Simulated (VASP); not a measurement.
A run of VASP 6.6.1:

INCAR

```
ALGO = Normal
EDIFF = 1E-6
ENCUT = 520
GGA = PS
ISIF = 2
ISMEAR = -1
LASPH = T
LCHARG = T
LELF = T
LREAL = F
LVHAR = T
LWAVE = F
NBANDS = 15
NELM = 100
PREC = Accurate
SIGMA = 0.05
```

Contents of KPOINTS:

```
k-points
0
Gamma
  7 7 7
```

Contents of POSCAR:

```
KCl
1.0
    3.5494756956      0.0000000000      0.0000000000
    0.0000000000      3.5494756956      0.0000000000
    0.0000000000      0.0000000000      3.5494756956
K Cl
1 1
Direct
    0.0000000000      0.0000000000      0.0000000000
    0.5000000000      0.5000000000      0.5000000000
```

Potentials or basis: VASP PAW PBE potentials, release 64 (K_sv, Cl).

Run with:

```sh
$ cat potpaw_PBE.64/K_sv/POTCAR potpaw_PBE.64/Cl/POTCAR > POTCAR
$ mpirun -np 1 vasp_std > vasp.out
```

Hardware: 1 thread of Intel(R) Xeon(R) 6975P-C (Granite Rapids), on a shared host.

Estimate the wall time of this run.

Wall time 6 s on 1 thread of Intel(R) Xeon(R) 6975P-C (Granite Rapids), on a shared host, peak memory 0.16 GiB. Counts: scf iterations 12, k points 20.
